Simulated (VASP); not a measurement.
Here is a VASP 6.6.1 calculation.

INCAR

```
PREC     = Accurate       # precision mode
ENCUT    = 500            # plane-wave cutoff, eV
EDIFF    = 1E-6           # SCF threshold, eV
ISMEAR   = 0              # smearing method
SIGMA    = 0.2            # smearing width, eV
LREAL    = False          # projectors in reciprocal space
LASPH    = True           # aspherical terms in the spheres
NELM     = 200            # most SCF steps
ALGO     = Normal         # electronic algorithm
ISIF     = 2              # what is computed and relaxed
LWAVE    = False          # write WAVECAR
LCHARG   = False          # write CHGCAR
GGA      = PE             # functional
NBANDS   = 32             # bands
GGA_COMPAT= False        
LMAXMIX  = 6              # l up to which the mixer works
```

File KPOINTS:

```
regular mesh
0
Gamma
  4 4 4
```

POSCAR

```
Ho4Ti
1.0
   -4.3464913535      4.3464913535      1.9180166817
    4.3464913535     -4.3464913535      1.9180166817
    4.3464913535      4.3464913535     -1.9180166817
Ho Ti
4 1
Direct
    0.5000000000      0.7766853650      0.2766853650
    0.5000000000      0.2233146350      0.7233146350
    0.7766853650      0.5000000000      0.2766853650
    0.2233146350      0.5000000000      0.7233146350
    0.0000000000      0.0000000000      0.0000000000
```

Potentials or basis: VASP PAW PBE potentials, release 64 (Ho_3, Ti_sv), 4f in core.

Launch:

```sh
$ cat potpaw_PBE.64/Ho_3/POTCAR potpaw_PBE.64/Ti_sv/POTCAR > POTCAR
$ mpirun -np 1 vasp_std > vasp.out
```

Problem. What does it give for the pressure?

Solution. 0.5 GPa.

Problem. Predict the largest force.

Solution. 0.041 eV/Å.

Stress tensor (GPa, compression positive):
```
0.72 0.00 0.00
0.00 0.72 0.00
0.00 0.00 0.13
```

Caveat: the k points lie up to 0.45 Å⁻¹ apart; spin-orbit coupling is left out, which moves the levels of the heavy elements; the 4f electrons are frozen in the core, so they carry no moment and show no levels. Spin polarisation is off, so any magnetic state and its effect on volume and gap are missing.
